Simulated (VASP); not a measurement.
# TeI2 (P4_2/mnm) in VASP: single point with LDA

Aim: the single point of TeI2 with LDA.

Everything below comes from runs of VASP 6.6.1. Logs are shortened: lines on timing, memory, paths and dates and some standing lists are left out, and cuts for length are marked.

## 1. The cell of the first run

It takes space group P4_2/mnm (No. 136, tetragonal). Conventional cell: a = 8.862 Å, b = 8.862 Å, c = 4.176 Å, α = 90.00°, β = 90.00°, γ = 90.00°. Te (site symmetry mmm) has 6 I at 3.00 to 4.11 Å and 2 Te at 4.18 Å within 4.2 Å. I (site symmetry m2m) has 3 Te at 3.00 to 4.11 Å and 3 I at 4.18 to 4.32 Å within 4.4 Å.

## 2. Single point, LDA

INCAR

```
PREC = Accurate
ENCUT = 520
EDIFF = 1E-6
ISMEAR = 1
SIGMA = 0.0929
LREAL = False
LASPH = True
NELM = 80
ALGO = Normal
ISIF = 2
LWAVE = False
LCHARG = True
GGA = CA
LELF = True
LVHAR = True
NBANDS = 29
```

KPOINTS

```
Automatic mesh
0
Gamma
  3 3 6
```

POSCAR

```
TeI2
1.0
    8.8622930000      0.0000000000      0.0000000000
    0.0000000000      8.8622930000      0.0000000000
    0.0000000000      0.0000000000      4.1763140000
Te I
2 4
Direct
    0.0000000000      0.0000000000      0.0000000000
    0.5000000000      0.5000000000      0.5000000000
    0.3277070000      0.3277070000      0.0000000000
    0.6722930000      0.6722930000      0.0000000000
    0.1722930000      0.8277070000      0.5000000000
    0.8277070000      0.1722930000      0.5000000000
```

Potentials or basis: VASP PAW LDA potentials, release 64 (Te, I).

Launch:

```
> cat potpaw_LDA.64/Te/POTCAR potpaw_LDA.64/I/POTCAR > POTCAR
> mpirun -np 1 vasp_std > vasp.out
```

OUTCAR:

```text
PREC = Accurate
   ENCUT = 520
   EDIFF = 1E-6
   ISMEAR = 1
   LREAL = False
   LASPH = True
   NELM = 80
   ISIF = 2
   GGA = CA

 ion  position               nearest neighbor table
   1  0.000  0.000  0.000-   5 3.00   6 3.00   5 3.00   6 3.00
   2  0.500  0.500  0.500-   3 3.00   4 3.00   3 3.00   4 3.00
   3  0.328  0.328  0.000-   2 3.00   2 3.00
   4  0.672  0.672  0.000-   2 3.00   2 3.00
   5  0.172  0.828  0.500-   1 3.00   1 3.00
   6  0.828  0.172  0.500-   1 3.00   1 3.00

  LATTYP: Found a simple tetragonal cell.
 ALAT       =     8.8622930000
 C/A-ratio  =     0.4712453086

  Lattice vectors:

 A1 = (   8.8622930000,   0.0000000000,   0.0000000000)
 A2 = (   0.0000000000,   8.8622930000,   0.0000000000)
 A3 = (   0.0000000000,   0.0000000000,   4.1763140000)

Analysis of symmetry for initial positions (statically):
=====================================================================
 Subroutine PRICEL returns:
 Original cell was already a primitive cell.

 Routine SETGRP: Setting up the symmetry group for a
 simple tetragonal supercell.

 Subroutine GETGRP returns: Found 16 space group operations
 (whereof  8 operations were pure point group operations)
 out of a pool of 16 trial point group operations.

The static configuration has the point symmetry D_2h.
 The point group associated with its full space group is D_4h.

Analysis of symmetry for dynamics (positions and initial velocities):
=====================================================================
 Subroutine PRICEL returns:
 Original cell was already a primitive cell.

 Routine SETGRP: Setting up the symmetry group for a
 simple tetragonal supercell.

 Subroutine GETGRP returns: Found 16 space group operations
 (whereof  8 operations were pure point group operations)
 out of a pool of 16 trial point group operations.

The dynamic configuration has the point symmetry D_2h.
 The point group associated with its full space group is D_4h.

 Subroutine INISYM returns: Found 16 space group operations
 (whereof  8 operations are pure point group operations),
 and found     1 'primitive' translations

----------------------------------------------------------------------------------------

                                     Primitive cell

  volume of cell :     328.0087

  direct lattice vectors                    reciprocal lattice vectors
     8.862293000  0.000000000  0.000000000     0.112837614  0.000000000  0.000000000
     0.000000000  8.862293000  0.000000000     0.000000000  0.112837614  0.000000000
     0.000000000  0.000000000  4.176314000     0.000000000  0.000000000  0.239445597

  length of vectors
     8.862293000  8.862293000  4.176314000     0.112837614  0.112837614  0.239445597

  position of ions in fractional coordinates (direct lattice)
     0.000000000  0.000000000  0.000000000
     0.500000000  0.500000000  0.500000000
     0.327707000  0.327707000  0.000000000
     0.672293000  0.672293000  0.000000000
     0.172293000  0.827707000  0.500000000
     0.827707000  0.172293000  0.500000000

  ion indices of the primitive-cell ions
   primitive index   ion index
                 1           1
                 2           2
                 3           3
                 4           4
                 5           5
                 6           6

----------------------------------------------------------------------------------------

 KPOINTS: Automatic mesh

Automatic generation of k-mesh.
 Grid dimensions read from file:
 generate k-points for:    3    3    6

 Generating k-lattice:

  Cartesian coordinates                     Fractional coordinates (reciprocal lattice)
     0.037612538  0.000000000  0.000000000     0.333333333  0.000000000  0.000000000
     0.000000000  0.037612538  0.000000000     0.000000000  0.333333333  0.000000000
     0.000000000  0.000000000  0.039907600     0.000000000  0.000000000  0.166666667

  Length of vectors
     0.037612538  0.037612538  0.039907600

  Shift w.r.t. Gamma in fractional coordinates (k-lattice)
     0.000000000  0.000000000  0.000000000

 Subroutine IBZKPT returns following result:
 ===========================================

 Found     12 irreducible k-points:

 Following reciprocal coordinates:
            Coordinates               Weight
  0.000000  0.000000  0.000000      1.000000
  0.333333  0.000000  0.000000      4.000000
  0.333333  0.333333  0.000000      4.000000
  0.000000  0.000000  0.166667      2.000000
  0.333333  0.000000  0.166667      8.000000
  0.333333  0.333333  0.166667      8.000000
  0.000000  0.000000  0.333333      2.000000
  0.333333  0.000000  0.333333      8.000000
  0.333333  0.333333  0.333333      8.000000
  0.000000  0.000000  0.500000      1.000000
  0.333333  0.000000  0.500000      4.000000
  0.333333  0.333333  0.500000      4.000000
   k-points           NKPTS =     12   k-points in BZ     NKDIM =     12   number of bands    NBANDS=     29
   number of dos      NEDOS =    301   number of ions     NIONS =      6
   total plane-waves  NPLWV = 156800
   dimension x,y,z NGX =    70 NGY =   70 NGZ =   32
   dimension x,y,z NGXF=   140 NGYF=  140 NGZF=   64
   ions per type =               2   4
   NGX,Y,Z   is equivalent  to a cutoff of  13.13, 13.13, 12.74 a.u.
   NGXF,Y,Z  is equivalent  to a cutoff of  26.26, 26.26, 25.48 a.u.
 SYSTEM =  unknown system
   PREC   = accura    normal or accurate (medium, high low for compatibility)
   ISTART =      0    job   : 0-new  1-cont  2-samecut
   ICHARG =      2    charge: 1-file 2-atom 10-const
   ISPIN  =      1    spin polarized calculation?
   LNONCOLLINEAR =      F non collinear calculations
   LSORBIT =      F    spin-orbit coupling
   LASPH  =      T    aspherical Exc in radial PAW
   ENCUT  =  520.0 eV  38.22 Ry    6.18 a.u.  16.48 16.48  7.77*2*pi/ulx,y,z
   NELM   =     80;   NELMIN=  2; NELMDL= -5     # of ELM steps
   EDIFF  = 0.1E-05   stopping-criterion for ELM
   LREAL  =      F    real-space projection
   EDIFFG = 0.1E-04   stopping-criterion for IOM
   NSW    =      0    number of steps for IOM
   IBRION =     -1    ionic relax: 0-MD 1-quasi-New 2-CG
   NFREE  =      0    steps in history (QN), initial steepest desc. (CG)
   ISIF   =      2    stress and relaxation
   ISYM   =      2    0-nonsym 1-usesym 2-fastsym
   POTIM  = 0.5000    time-step for ionic-motion
   TEBEG  =    0.0;   TEEND  =   0.0 temperature during run
   PSTRESS=    0.0 pullay stress
   NELECT =      40.0000    total number of electrons
   NUPDOWN=      -1.0000    fix difference up-down
   EMIN   =  10.00;   EMAX   =-10.00  energy-range for DOS
   EFERMI =   0.00;   METHOD = LEGACY
   ISMEAR =     1;   SIGMA  =   0.09  broadening in eV -4-tet -1-fermi 0-gaus
   EFERMI_NEDOS =   21; number of points for ismear=-14 and -15
   IALGO  =     38    algorithm
   IMIX   =      4    mixing-type and parameters
     AMIX     =   0.40;   BMIX     =  1.00
     AMIX_MAG =   1.60;   BMIX_MAG =  1.00
  volume/ion in A,a.u.               =      54.67       368.92
  Fermi-wavevector in a.u.,A,eV,Ry     =   0.811832  1.534141  8.967217  0.659072
  Thomas-Fermi vector in A             =   1.921264
   LORBIT       =      0    0 simple, 1 ext, 2 COOP (PROOUT), +10 PAW based schemes
   GGA     = CA    functional components
   LHFCALC =     F    Hartree Fock is set to
   AEXX    =    0.0000 exact exchange contribution
   IVDW    =     0    specifies the selected vdW correction
   LEPSILON=     F    determine dielectric tensor
   LRPA    =     F    only Hartree local field effects (RPA)
 non-spin polarized calculation
 Methfessel and Paxton  Order N= 1 SIGMA  =   0.09
  energy-cutoff  :      520.00
  volume of cell :      328.01
 maximum number of plane-waves:      8867
 NGX is ok and might be reduce to    70
   NGX = 33   NGY = 33   NGZ = 15

 number of electron      40.0000000 magnetization

 Free energy of the ion-electron system (eV)
  ---------------------------------------------------
  ext. energy  EPLUGINS =         0.00000000
  ---------------------------------------------------
  free energy    TOTEN  =       -15.13910372 eV

  energy without entropy =      -15.14184879  energy(sigma->0) =      -15.14001874

 E-fermi :   1.1389     XC(G=0):  -7.0966

 val. band max:        1.0781313588   @ k =   0.3333   0.3333   0.0000
 cond. band min:       1.7938510374   @ k =   0.3333   0.3333   0.0000
 fundamental gap:      0.7157196786
 Fermi energy:         1.1388889852

 k-point     1 :       0.0000    0.0000    0.0000
  band No.  band energies     occupation
      1     -12.4524      2.00000
      2     -12.3112      2.00000
      3     -11.5775      2.00000
      4     -11.5775      2.00000
      5      -8.9961      2.00000
      6      -8.7675      2.00000
[... 21 lines left out ...]
     28       6.8827      0.00000
     29       7.2442      0.00000

 k-point     2 :       0.3333    0.0000    0.0000
  band No.  band energies     occupation
      1     -12.4196      2.00000
      2     -12.3492      2.00000
      3     -11.5755      2.00000
      4     -11.5753      2.00000
      5      -8.9404      2.00000
      6      -8.8262      2.00000
[... 21 lines left out ...]
     28       6.3605      0.00000
     29       7.0804      0.00000

 k-point     3 :       0.3333    0.3333    0.0000
  band No.  band energies     occupation
      1     -12.4015      2.00000
      2     -12.3663      2.00000
      3     -11.5783      2.00000
      4     -11.5758      2.00000
      5      -8.9099      2.00000
      6      -8.8528      2.00000
[... 21 lines left out ...]
     28       6.3390      0.00000
     29       6.6641      0.00000

 k-point     4 :       0.0000    0.0000    0.1667
  band No.  band energies     occupation
      1     -12.2905      2.00000
      2     -12.1519      2.00000
      3     -11.5016      2.00000
      4     -11.5016      2.00000
      5      -9.1705      2.00000
      6      -8.9584      2.00000
[... 213 lines left out ...]
     28       6.5810      0.00000
     29       6.8185      0.00000

 k-point    11 :       0.3333    0.0000    0.5000
  band No.  band energies     occupation
      1     -11.4835      2.00000
      2     -11.4835      2.00000
      3     -11.2528      2.00000
      4     -11.2528      2.00000
      5      -9.9441      2.00000
      6      -9.9441      2.00000
[... 21 lines left out ...]
     28       6.6947      0.00000
     29       7.0838      0.00000

 k-point    12 :       0.3333    0.3333    0.5000
  band No.  band energies     occupation
      1     -11.4846      2.00000
      2     -11.4831      2.00000
      3     -11.2531      2.00000
      4     -11.2509      2.00000
      5      -9.9455      2.00000
      6      -9.9444      2.00000
[... 21 lines left out ...]
     28       6.7660      0.00000
     29       6.9704      0.00000

------------------------ aborting loop because EDIFF is reached ----------------------------------------

  FORCE on cell =-STRESS in cart. coord.  units (eV):
  Direction    XX          YY          ZZ          XY          YZ          ZX
  --------------------------------------------------------------------------------------
  -------------------------------------------------------------------------------------
  Total       -2.8747583     -2.8747583     -4.1051020      0.0000000      0.0000000      0.0000000
  in kB      -14.0419225    -14.0419225    -20.0516070      0.0000000      0.0000000      0.0000000
  external PRESSURE =     -16.0451507 kB  Pullay stress =       0.0000000 kB

 VOLUME and BASIS-vectors are now :
 -----------------------------------------------------------------------------
  energy-cutoff  :      520.00
  volume of cell :      328.01
      direct lattice vectors                 reciprocal lattice vectors
     8.862293000  0.000000000  0.000000000     0.112837614  0.000000000  0.000000000
     0.000000000  8.862293000  0.000000000     0.000000000  0.112837614  0.000000000
     0.000000000  0.000000000  4.176314000     0.000000000  0.000000000  0.239445597

 POSITION                                       TOTAL-FORCE (eV/Angst)
 -----------------------------------------------------------------------------------
      0.00000      0.00000      0.00000         0.000000      0.000000      0.000000
      4.43115      4.43115      2.08816         0.000000      0.000000      0.000000
      2.90424      2.90424      0.00000         0.163650      0.163650     -0.000000
      5.95806      5.95806      0.00000        -0.163650     -0.163650      0.000000
      1.52691      7.33538      2.08816        -0.163650      0.163650      0.000000
      7.33538      1.52691      2.08816         0.163650     -0.163650      0.000000
 -----------------------------------------------------------------------------------
    total drift:                               -0.000000     -0.000000      0.000000

  FREE ENERGIE OF THE ION-ELECTRON SYSTEM (eV)
  ---------------------------------------------------
  free  energy   TOTEN  =       -15.1391037222 eV

  energy  without entropy=      -15.1418487904  energy(sigma->0) =      -15.14001874
```

Wall time 2.1 min (1 thread of AMD EPYC 7R43 (Zen 3), shared host); peak memory 0.32 GiB.

What came out:

| Item | Value |
| --- | --- |
| Free energy | -15.1391 eV |
| Pressure | -1.6 GPa |
| Largest force | 0.231 eV/Å |
| Band gap on the k mesh | 0.72 eV |

Forces in eV/Å, atoms in the order of the input:
```
Te   0.000  0.000  0.000
Te   0.000  0.000  0.000
I    0.164  0.164  0.000
I   -0.164 -0.164  0.000
I   -0.164  0.164  0.000
I    0.164 -0.164  0.000
```

Stress tensor (GPa, compression positive):
```
-1.40  0.00  0.00
 0.00 -1.40  0.00
 0.00  0.00 -2.01
```

Caveat: semilocal functionals underestimate gaps, and a narrow one can read as zero; spin-orbit coupling is left out, which moves the levels of the heavy elements. A k mesh can miss the band edges.
